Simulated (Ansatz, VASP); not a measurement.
Ni in VASP and in Ansatz

```
Ni
1.0
     2.44802    0.00000    0.00000
    -1.22401    2.12005    0.00000
     0.00000    0.00000    4.07281
Ni
2
Direct
  0.33333 0.66667 0.25000
  0.66667 0.33333 0.75000
```

Alike in both runs: task single point; functional PBEsol; k mesh 14 × 14 × 8; occupations gaussian, width 0.15 eV; collinear spin.

```csv
,VASP,Ansatz
version,VASP 6.6.1,Ansatz 0.2.0
potentials or method,"VASP PAW PBE potentials, release 64 (Ni), cutoff 520 eV","plane waves, PAW"
valence electrons in the cell,20,36
```

|  | VASP | Ansatz | Ansatz less VASP |
| --- | --- | --- | --- |
| pressure (GPa) | -3.3 | -3.2 | +0.11 |
| traceless stress, the component that is largest in VASP (GPa) | -2.21 | -2.35 | -0.140 |
| net moment per atom (μB) | 0.60 | 0.63 | +0.030 |
| size of the moment on the site where the two differ most (μB) | 0.61 | 0.66 | +0.058 |

VASP's potentials were made for PBE, not for PBEsol. Site moments also hang on the region over which each program counts them. With one functional, cell and mesh, what is left measures potentials, basis and numerics. VASP's potentials hold 20 valence electrons a cell and Ansatz's 36, so a difference there can come from the potentials and not from the codes.
